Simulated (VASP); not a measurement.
# MgCd3Se4 (P4/mmm) in VASP: further runs

Runs on MgCd3Se4. Level: PBE. Tasks: relaxation of cell and atoms, single point.

Program: VASP 6.6.1. These are calculated values, not measurements. Logs are shortened: lines on timing, memory, paths and dates and some standing lists are left out, and cuts for length are marked.

## (1) The cell of the first run

It takes space group P4/mmm (No. 123, tetragonal). The conventional cell has a = 4.149 Å, b = 4.149 Å, c = 11.735 Å, α = 90.00°, β = 90.00°, γ = 90.00°. Mg (site symmetry 4/mmm) has 6 Se at 2.93 Å within 3.9 Å. Within 3.9 Å of Cd (site symmetry 4mm) lie 6 Se at 2.93 Å. Cd (site symmetry 4/mmm) has 6 Se at 2.93 Å within 3.9 Å. Within 3.9 Å of Se (site symmetry 4mm) lie 5 Cd at 2.93 Å and 1 Mg at 2.93 Å. Within 3.9 Å of Se (site symmetry 4/mmm) lie 6 Cd at 2.93 Å. Within 3.9 Å of Se (site symmetry 4/mmm) lie 4 Mg at 2.93 Å and 2 Cd at 2.93 Å.

## (2) Relaxation of cell and atoms, PBE

INCAR reads:

```
SYSTEM = MgCd3Se4
ALGO     = Normal         ! electronic algorithm
EDIFF    = 1E-6           ! SCF threshold, eV
EDIFFG   = -0.04          ! ionic threshold
ENCUT    = 600            ! plane-wave cutoff, eV
GGA      = PE             ! functional
IBRION   = 2              ! ionic algorithm
ISIF     = 3              ! what is computed and relaxed
ISMEAR   = 0              ! smearing method
LASPH    = .True.         ! aspherical terms in the spheres
LCHARG   = .False.        ! write CHGCAR
LREAL    = .False.        ! projectors in reciprocal space
LWAVE    = .False.        ! write WAVECAR
NELM     = 100            ! most SCF steps
NSW      = 90             ! ionic steps
PREC     = Accurate       ! precision mode
SIGMA    = 0.1            ! smearing width, eV
```

KPOINTS reads:

```
k-points
0
Gamma
  4 4 2
  0 0 0
```

POSCAR reads:

```
MgCd3Se4
1.0
    4.1490593600      0.0000000000      0.0000000000
    0.0000000000      4.1490593600      0.0000000000
    0.0000000000      0.0000000000     11.7353120400
Mg Cd Se
1 3 4
Direct
    0.0000000000      0.0000000000      0.0000000000
    0.5000000000      0.5000000000      0.2500000000
    0.0000000000      0.0000000000      0.5000000000
    0.5000000000      0.5000000000      0.7500000000
    0.0000000000      0.0000000000      0.2500000000
    0.5000000000      0.5000000000      0.5000000000
    0.0000000000      0.0000000000      0.7500000000
    0.5000000000      0.5000000000      0.0000000000
```

Potentials or basis: VASP PAW PBE potentials, release 64 (Mg, Cd, Se).

Command:

```console
cat potpaw_PBE.64/Mg/POTCAR potpaw_PBE.64/Cd/POTCAR potpaw_PBE.64/Se/POTCAR > POTCAR
mpirun -np 1 vasp_std > vasp.out
```

OUTCAR:

```text
SYSTEM = MgCd3Se4
   EDIFF = 1E-6
   EDIFFG = -0.04
   ENCUT = 600
   GGA = PE
   IBRION = 2
   ISIF = 3
   ISMEAR = 0
   LASPH = .True.
   LREAL = .False.
   NELM = 100
   NSW = 90
   PREC = Accurate

 ion  position               nearest neighbor table
   1  0.000  0.000  0.000-   8 2.93   8 2.93   8 2.93   8 2.93   5 2.93   7 2.93
   2  0.500  0.500  0.250-   5 2.93   5 2.93   5 2.93   5 2.93   8 2.93   6 2.93
   3  0.000  0.000  0.500-   6 2.93   6 2.93   6 2.93   6 2.93   7 2.93   5 2.93
   4  0.500  0.500  0.750-   7 2.93   7 2.93   7 2.93   7 2.93   8 2.93   6 2.93
   5  0.000  0.000  0.250-   2 2.93   2 2.93   2 2.93   2 2.93   3 2.93   1 2.93
   6  0.500  0.500  0.500-   3 2.93   3 2.93   3 2.93   3 2.93   4 2.93   2 2.93
   7  0.000  0.000  0.750-   4 2.93   4 2.93   4 2.93   4 2.93   1 2.93   3 2.93
   8  0.500  0.500  0.000-   1 2.93   1 2.93   1 2.93   1 2.93   4 2.93   2 2.93

  LATTYP: Found a simple tetragonal cell.
 ALAT       =     4.1490593600
 C/A-ratio  =     2.8284271257

  Lattice vectors:

 A1 = (   4.1490593600,   0.0000000000,   0.0000000000)
 A2 = (   0.0000000000,   4.1490593600,   0.0000000000)
 A3 = (   0.0000000000,   0.0000000000,  11.7353120400)

Analysis of symmetry for initial positions (statically):
=====================================================================
 Subroutine PRICEL returns:
 Original cell was already a primitive cell.

 Routine SETGRP: Setting up the symmetry group for a
 simple tetragonal supercell.

 Subroutine GETGRP returns: Found 16 space group operations
 (whereof 16 operations were pure point group operations)
 out of a pool of 16 trial point group operations.

The static configuration has the point symmetry D_4h.

Analysis of symmetry for dynamics (positions and initial velocities):
=====================================================================
 Subroutine PRICEL returns:
 Original cell was already a primitive cell.

 Routine SETGRP: Setting up the symmetry group for a
 simple tetragonal supercell.

 Subroutine GETGRP returns: Found 16 space group operations
 (whereof 16 operations were pure point group operations)
 out of a pool of 16 trial point group operations.

The dynamic configuration has the point symmetry D_4h.

 Subroutine INISYM returns: Found 16 space group operations
 (whereof 16 operations are pure point group operations),
 and found     1 'primitive' translations

----------------------------------------------------------------------------------------

                                     Primitive cell

  volume of cell :     202.0198

  direct lattice vectors                    reciprocal lattice vectors
     4.149059360  0.000000000  0.000000000     0.241018485  0.000000000  0.000000000
     0.000000000  4.149059360  0.000000000     0.000000000  0.241018485  0.000000000
     0.000000000  0.000000000 11.735312040     0.000000000  0.000000000  0.085212902

  length of vectors
     4.149059360  4.149059360 11.735312040     0.241018485  0.241018485  0.085212902

  position of ions in fractional coordinates (direct lattice)
     0.000000000  0.000000000  0.000000000
     0.500000000  0.500000000  0.250000000
     0.000000000  0.000000000  0.500000000
     0.500000000  0.500000000  0.750000000
     0.000000000  0.000000000  0.250000000
     0.500000000  0.500000000  0.500000000
     0.000000000  0.000000000  0.750000000
     0.500000000  0.500000000  0.000000000

  ion indices of the primitive-cell ions
   primitive index   ion index
                 1           1
                 2           2
                 3           3
                 4           4
                 5           5
                 6           6
                 7           7
                 8           8

----------------------------------------------------------------------------------------

 KPOINTS: k-points

Automatic generation of k-mesh.
 Grid dimensions read from file:
 generate k-points for:    4    4    2

 Generating k-lattice:

  Cartesian coordinates                     Fractional coordinates (reciprocal lattice)
     0.060254621  0.000000000  0.000000000     0.250000000  0.000000000  0.000000000
     0.000000000  0.060254621  0.000000000     0.000000000  0.250000000  0.000000000
     0.000000000  0.000000000  0.042606451     0.000000000  0.000000000  0.500000000

  Length of vectors
     0.060254621  0.060254621  0.042606451

  Shift w.r.t. Gamma in fractional coordinates (k-lattice)
     0.000000000  0.000000000  0.000000000

 Subroutine IBZKPT returns following result:
 ===========================================

 Found     12 irreducible k-points:

 Following reciprocal coordinates:
            Coordinates               Weight
  0.000000  0.000000  0.000000      1.000000
  0.250000  0.000000  0.000000      4.000000
  0.500000  0.000000  0.000000      2.000000
  0.250000  0.250000  0.000000      4.000000
  0.500000  0.250000  0.000000      4.000000
  0.500000  0.500000  0.000000      1.000000
  0.000000  0.000000  0.500000      1.000000
  0.250000  0.000000  0.500000      4.000000
  0.500000  0.000000  0.500000      2.000000
  0.250000  0.250000  0.500000      4.000000
  0.500000  0.250000  0.500000      4.000000
  0.500000  0.500000  0.500000      1.000000
   k-points           NKPTS =     12   k-points in BZ     NKDIM =     12   number of bands    NBANDS=     37
   number of dos      NEDOS =    301   number of ions     NIONS =      8
   total plane-waves  NPLWV = 124416
   dimension x,y,z NGX =    36 NGY =   36 NGZ =   96
   dimension x,y,z NGXF=    72 NGYF=   72 NGZF=  192
   ions per type =               1   3   4
   NGX,Y,Z   is equivalent  to a cutoff of  14.42, 14.42, 13.60 a.u.
   NGXF,Y,Z  is equivalent  to a cutoff of  28.85, 28.85, 27.20 a.u.
 SYSTEM =  MgCd3Se4
   PREC   = accura    normal or accurate (medium, high low for compatibility)
   ISTART =      0    job   : 0-new  1-cont  2-samecut
   ICHARG =      2    charge: 1-file 2-atom 10-const
   ISPIN  =      1    spin polarized calculation?
   LNONCOLLINEAR =      F non collinear calculations
   LSORBIT =      F    spin-orbit coupling
   LASPH  =      T    aspherical Exc in radial PAW
   ENCUT  =  600.0 eV  44.10 Ry    6.64 a.u.   8.29  8.29 23.44*2*pi/ulx,y,z
   NELM   =    100;   NELMIN=  2; NELMDL= -5     # of ELM steps
   EDIFF  = 0.1E-05   stopping-criterion for ELM
   LREAL  =      F    real-space projection
   EDIFFG = -.4E-01   stopping-criterion for IOM
   NSW    =     90    number of steps for IOM
   IBRION =      2    ionic relax: 0-MD 1-quasi-New 2-CG
   NFREE  =      1    steps in history (QN), initial steepest desc. (CG)
   ISIF   =      3    stress and relaxation
   ISYM   =      2    0-nonsym 1-usesym 2-fastsym
   POTIM  = 0.5000    time-step for ionic-motion
   TEBEG  =    0.0;   TEEND  =   0.0 temperature during run
   PSTRESS=    0.0 pullay stress
   NELECT =      62.0000    total number of electrons
   NUPDOWN=      -1.0000    fix difference up-down
   EMIN   =  10.00;   EMAX   =-10.00  energy-range for DOS
   EFERMI =   0.00;   METHOD = LEGACY
   ISMEAR =     0;   SIGMA  =   0.10  broadening in eV -4-tet -1-fermi 0-gaus
   EFERMI_NEDOS =   21; number of points for ismear=-14 and -15
   IALGO  =     38    algorithm
   IMIX   =      4    mixing-type and parameters
     AMIX     =   0.40;   BMIX     =  1.00
     AMIX_MAG =   1.60;   BMIX_MAG =  1.00
  volume/ion in A,a.u.               =      25.25       170.41
  Fermi-wavevector in a.u.,A,eV,Ry     =   1.104267  2.086762 16.591020  1.219406
  Thomas-Fermi vector in A             =   2.240737
   LORBIT       =      0    0 simple, 1 ext, 2 COOP (PROOUT), +10 PAW based schemes
   GGA     = PE    functional components
   LHFCALC =     F    Hartree Fock is set to
   AEXX    =    0.0000 exact exchange contribution
   IVDW    =     0    specifies the selected vdW correction
   LEPSILON=     F    determine dielectric tensor
   LRPA    =     F    only Hartree local field effects (RPA)
 conjugate gradient relaxation of ions
 non-spin polarized calculation
 Gauss-broadening in eV      SIGMA  =   0.10
  energy-cutoff  :      600.00
  volume of cell :      202.02
 maximum number of plane-waves:      6800
 NGX is ok and might be reduce to    36
   NGX = 17   NGY = 17   NGZ = 47

--------------------------------------- Ionic step        1  -------------------------------------------

 number of electron      62.0000003 magnetization

 Free energy of the ion-electron system (eV)
  ---------------------------------------------------
  ext. energy  EPLUGINS =         0.00000000
  ---------------------------------------------------
  free energy    TOTEN  =       -22.64602180 eV

  energy without entropy =      -22.63289065  energy(sigma->0) =      -22.63945623

------------------------ aborting loop because EDIFF is reached ----------------------------------------

  FORCE on cell =-STRESS in cart. coord.  units (eV):
  Direction    XX          YY          ZZ          XY          YZ          ZX
  --------------------------------------------------------------------------------------
  -------------------------------------------------------------------------------------
  Total       -5.1257758     -5.1257758     -5.7533765      0.0000000     -0.0000000      0.0000000
  in kB      -40.6514699    -40.6514699    -45.6288414      0.0000000     -0.0000000      0.0000000
  external PRESSURE =     -42.3105937 kB  Pullay stress =       0.0000000 kB
[... 195 lines left out ...]
  energy  without entropy=      -22.8962668016  energy(sigma->0) =      -22.90045751

--------------------------------------- Ionic step        6  -------------------------------------------

 number of electron      62.0000005 magnetization

 Free energy of the ion-electron system (eV)
  ---------------------------------------------------
  ext. energy  EPLUGINS =         0.00000000
  ---------------------------------------------------
  free energy    TOTEN  =       -22.90550072 eV

  energy without entropy =      -22.89660890  energy(sigma->0) =      -22.90105481

 E-fermi :   2.4877     XC(G=0):  -9.8209

 val. band max:        2.4089304715   @ k =   0.5000   0.0000   0.0000
 cond. band min:       2.5174564285   @ k =   0.5000   0.0000   0.0000
 fundamental gap:      0.1085259571
 Fermi energy:         2.4877364912

 k-point     1 :       0.0000    0.0000    0.0000
  band No.  band energies     occupation
      1     -10.4581      2.00000
      2      -9.9652      2.00000
      3      -9.9594      2.00000
      4      -9.4853      2.00000
      5      -5.6151      2.00000
      6      -5.5625      2.00000
[... 504 lines left out ...]
  FREE ENERGIE OF THE ION-ELECTRON SYSTEM (eV)
  ---------------------------------------------------
  free  energy   TOTEN  =       -22.9055007231 eV

  energy  without entropy=      -22.8966089020  energy(sigma->0) =      -22.90105481

 reached required accuracy - stopping structural energy minimisation
```

Run time: 4.4 min. Hardware: 1 thread of Intel Xeon 6975P-C (Granite Rapids), shared host; peak memory 0.42 GiB.

What came out:

```
Free energy                            : -22.9055 eV
Relaxed volume                         : 23.18 Å³/atom
Relaxed cell                           : a = 4.053 Å, b = 4.053 Å, c = 11.289 Å, α = 90.00°, β = 90.00°, γ = 90.00°
Space group after relaxing (to 0.05 Å) : P4/mmm (No. 123)
Energy gained by relaxing              : 32.4 meV/atom
Ionic steps                            : 6
Pressure after relaxing                : -0.1 GPa
Largest force after relaxing           : 0.031 eV/Å
Band gap on the k mesh                 : zero (band 31 reaches 2.52 eV, above the bottom of band 32 at 2.10 eV)
```

Forces in eV/Å, atoms in the order of the input:
```
Mg   0.000  0.000  0.000
Cd   0.000  0.000 -0.031
Cd   0.000  0.000  0.000
Cd   0.000  0.000  0.031
Se   0.000  0.000 -0.012
Se   0.000  0.000  0.000
Se   0.000  0.000  0.012
Se   0.000  0.000  0.000
```

Stress tensor (GPa, compression positive):
```
-0.13  0.00  0.00
 0.00 -0.13  0.00
 0.00  0.00 -0.01
```

Step by step:
```csv
step,energy change (eV),largest force (eV/Å),pressure (GPa),volume (Å³)
1,0.0000,0.1812,-4.23,202.02
2,-0.2399,0.2462,0.74,183.14
3,-0.2442,0.2384,0.06,185.15
4,-0.2504,0.1913,0.06,185.11
5,-0.2586,0.0432,0.08,184.96
6,-0.2595,0.0310,-0.09,185.45
```

Final structure:
```
Mg Cd Se
1.0
     4.05300    0.00000    0.00000
     0.00000    4.05300    0.00000
     0.00000    0.00000   11.28921
Mg Cd Se
1 3 4
Cartesian
  4.0530 0.0000 0.0000
  2.0265 2.0265 2.8135
  4.0530 0.0000 5.6446
  2.0265 2.0265 8.4757
  4.0530 0.0000 2.7651
  2.0265 2.0265 5.6446
  0.0000 0.0000 8.5241
  2.0265 2.0265 0.0000
```

Levels at points of the mesh, in eV from the Fermi level:
```
           k point  band 27  band 28  band 29  band 30  band 31  band 32  band 33  band 34  band 35  band 36
(0.00, 0.00, 0.00)    -1.31    -1.31    -0.64    -0.51    -0.51    -0.26     0.50     2.63     3.01     4.63
(0.50, 0.00, 0.00)    -0.49    -0.22    -0.18    -0.08     0.03     3.07     3.08     3.71     3.80     5.06
(0.50, 0.50, 0.00)    -2.98    -2.16    -2.07    -1.94    -1.94    -0.39     0.23     3.17     3.53     5.02
(0.00, 0.00, 0.50)    -1.82    -0.90    -0.90    -0.65    -0.65     0.35     0.93     2.09     2.64     4.66
(0.50, 0.00, 0.50)    -1.10    -0.86    -0.23    -0.15    -0.11     3.70     3.78     3.80     3.96     4.21
(0.50, 0.50, 0.50)    -2.50    -2.50    -2.49    -2.21    -2.21     1.01     1.16     1.23     2.33     5.48
```

Caveat: the k points lie up to 0.39 Å⁻¹ apart in the final cell.

## (3) Single point, PBE

This run uses another cell than the first one, of 23.02 Å³/atom, 0.912 times its volume.

INCAR reads:

```
SYSTEM = MgCd3Se4
PREC = Accurate
ENCUT = 520
EDIFF = 1E-7
ISMEAR = 0
SIGMA = 0.1
LREAL = .False.
LASPH = .True.
NELM = 100
ALGO = Normal
ISIF = 2
LWAVE = .False.
LCHARG = .False.
GGA = PE
NBANDS = 41
```

KPOINTS reads:

```
Automatic mesh
0
Gamma
  10 10 4
  0 0 0
```

POSCAR reads:

```
MgCd3Se4
1.0
    4.0205403005      0.0000000000      0.0000000000
    0.0000000000      4.0205403005      0.0000000000
    0.0000000000      0.0000000000     11.3933189619
Mg Cd Se
1 3 4
Direct
    0.0000000000      0.0000000000      0.0000000000
    0.5000000000      0.5000000000      0.2480253490
    0.0000000000      0.0000000000      0.5000000000
    0.5000000000      0.5000000000      0.7519746510
    0.0000000000      0.0000000000      0.2448392012
    0.5000000000      0.5000000000      0.5000000000
    0.0000000000      0.0000000000      0.7551607988
    0.5000000000      0.5000000000      0.0000000000
```

Potentials or basis: VASP PAW PBE potentials, release 64 (Mg, Cd, Se).

Command:

```console
cat potpaw_PBE.64/Mg/POTCAR potpaw_PBE.64/Cd/POTCAR potpaw_PBE.64/Se/POTCAR > POTCAR
mpirun -np 1 vasp_std > vasp.out
```

Wall time 4.7 min (1 thread of Intel Xeon 6975P-C (Granite Rapids), shared host); peak memory 0.54 GiB.

The run converged. Its results:

```yaml
Free_energy: -23.0012 eV
Pressure: 0.2 GPa
Largest_force: 0.016 eV/Å
Band_gap_on_the_k_mesh: zero (band 31 reaches 2.54 eV, above the bottom of band 32 at 2.12 eV)
```

Forces in eV/Å, atoms in the order of the input:
```
Mg   0.000  0.000  0.000
Cd   0.000  0.000  0.006
Cd   0.000  0.000  0.000
Cd   0.000  0.000 -0.006
Se   0.000  0.000 -0.016
Se   0.000  0.000  0.000
Se   0.000  0.000  0.016
Se   0.000  0.000  0.000
```

Levels at points of the mesh, in eV from the Fermi level:
```csv
k point,band 27,band 28,band 29,band 30,band 31,band 32,band 33,band 34,band 35,band 36
"(0.00, 0.00, 0.00)",-1.35,-1.35,-0.60,-0.57,-0.57,-0.25,0.49,2.48,2.93,4.62
"(0.50, 0.00, 0.00)",-0.54,-0.18,-0.16,-0.07,-0.03,3.04,3.06,3.79,3.85,5.09
"(0.50, 0.50, 0.00)",-2.95,-2.13,-2.09,-2.09,-2.06,-0.45,0.18,3.00,3.42,4.95
"(0.00, 0.00, 0.50)",-1.79,-0.97,-0.97,-0.70,-0.70,0.32,0.88,2.04,2.63,4.64
"(0.50, 0.00, 0.50)",-1.17,-0.85,-0.19,-0.13,-0.10,3.71,3.78,3.78,3.98,4.26
"(0.50, 0.50, 0.50)",-2.65,-2.65,-2.47,-2.33,-2.33,0.92,1.05,1.15,2.28,5.40
```
